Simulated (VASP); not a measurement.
## Hf3SiMo: single point with PBE

Hf3SiMo:

```xyz
5
Lattice="4.4678 0.0000 0.0000 0.0000 4.4678 0.0000 0.0000 0.0000 4.4678" Properties=species:S:1:pos:R:3 pbc="T T T"
Hf    0.0000    2.2339    2.2339
Hf    2.2339    0.0000    2.2339
Hf    2.2339    2.2339    0.0000
Si    2.2339    2.2339    2.2339
Mo    0.0000    0.0000    0.0000
```

The cell was built from a structure type or drawn by symmetry, and may not be a known phase.

| Property | Result |
| --- | --- |
| Program | VASP 6.6.1 |
| Task | single point |
| Functional | PBE |
| Potentials or basis | VASP PAW PBE potentials, release 64 (Hf_pv, Si, Mo_sv) |
| Cutoff | 520 eV |
| k mesh | 4 × 4 × 4 |
| Occupations | gaussian, width 0.1 eV |
| Spin | no spin polarisation |
| Dipole correction | no |
| Further INCAR settings | ALGO = Fast; EDIFF = 1e-06; NBANDS = 32 |

```
Pressure               : 38.9 GPa
Band gap on the k mesh : zero (bands 24 and 25 overlap by 0.93 eV)
```

Levels at points of the mesh, in eV from the Fermi level:
```csv
k point,band 21,band 22,band 23,band 24,band 25,band 26,band 27,band 28
"(0.00, 0.00, 0.00)",0.41,0.41,0.41,0.43,0.43,0.43,2.34,2.34
"(0.50, 0.00, 0.00)",-1.64,-1.12,-0.69,-0.69,0.63,0.85,0.85,1.87
"(0.50, 0.50, 0.00)",-1.12,-0.70,-0.70,-0.62,0.07,0.58,1.62,1.62
"(0.50, 0.50, 0.50)",-1.08,0.10,0.10,0.79,0.79,0.79,1.54,1.54
```

Run time: 31 s on 1 thread of Intel(R) Xeon(R) 6975P-C (Granite Rapids), with other jobs on the host, peak memory 0.21 GiB.

Caveat: the cell stands under pressure; spin-orbit coupling is left out, which moves the levels of the heavy elements.
